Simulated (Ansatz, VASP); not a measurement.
**One calculation of KF, two programs**

The input INCAR:

```
PREC = Accurate
ENCUT = 520
EDIFF = 1E-6
ISMEAR = 0
SIGMA = 0.05
LREAL = F
LASPH = T
NELM = 100
ALGO = Normal
ISIF = 2
LWAVE = F
LCHARG = F
GGA = PE
NBANDS = 15
```

The input KPOINTS:

```
Automatic mesh
0
Gamma
  8 8 8
```

File POSCAR:

```
KF
1.0
   -0.1451575787      2.6825874617      2.6825874617
    2.6825874617     -0.1451575787      2.6825874617
    2.6825874617      2.6825874617     -0.1451575787
K F
1 1
Direct
    0.0000000000      0.0000000000      0.0000000000
    0.5000000000      0.5000000000      0.5000000000
```

Input for Ansatz:

```yaml
crystal:
  lattice:
    - [-0.1451575787, 2.6825874617, 2.6825874617]
    - [2.6825874617, -0.1451575787, 2.6825874617]
    - [2.6825874617, 2.6825874617, -0.1451575787]
  atoms:
    - { symbol: K, position: [0.0, 0.0, 0.0] }
    - { symbol: F, position: [0.5, 0.5, 0.5] }
basis:
  ecutwfc: 520.0
kpoints:
  mp_grid: { grid: [8, 8, 8] }
hamiltonian:
  xc: pbe
scf:
  occupations: { method: gaussian, width: 0.05 }
output:
  forces: true
  stress: true
  eigenvalues: true
```

Alike in both runs: task single point; functional PBE; k mesh 8 × 8 × 8; occupations gaussian, width 0.05 eV; no spin polarisation.

```csv
,VASP,Ansatz
version,VASP 6.6.1,Ansatz 0.2.0
potentials or method,"VASP PAW PBE potentials, release 64 (K_sv, F), cutoff 520 eV","scalar-relativistic, plane waves, PAW"
valence electrons in the cell,16,16
```

```csv
,VASP,Ansatz,Ansatz less VASP
gap on the k mesh at the Fermi level (eV),5.64,5.66,+0.014
least direct gap on the mesh (eV),5.64,5.66,+0.014
pressure (GPa),-1.3,-1.3,+0.02
"traceless stress, the component that is largest in VASP (GPa)",0.63,0.63,+0.007
```
